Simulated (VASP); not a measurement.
Input of a VASP 6.6.1 run:

File INCAR:

```
PREC = Accurate
ENCUT = 500
EDIFF = 1E-6
ISMEAR = 1
SIGMA = 0.0055
LREAL = False
LASPH = True
NELM = 120
ALGO = Normal
ISIF = 2
LWAVE = False
LCHARG = False
GGA = PE
NBANDS = 18
GGA_COMPAT = False
```

Contents of KPOINTS:

```
Automatic mesh
0
Gamma
  4 4 4
```

POSCAR

```
BiTe
1.0
    0.0000000000      3.2350000000      3.2350000000
    3.2350000000      0.0000000000      3.2350000000
    3.2350000000      3.2350000000      0.0000000000
Bi Te
1 1
Direct
    0.0000000000      0.0000000000      0.0000000000
    0.5000000000      0.5000000000      0.5000000000
```

Potentials or basis: VASP PAW PBE potentials, release 64 (Bi_d, Te).

Launch:

```bash
$ cat potpaw_PBE.64/Bi_d/POTCAR potpaw_PBE.64/Te/POTCAR > POTCAR
$ mpirun -np 1 vasp_std > vasp.out
```

Task: Predict the pressure.

Result: 0.3 GPa.

Caveat: the k points lie up to 0.42 Å⁻¹ apart.
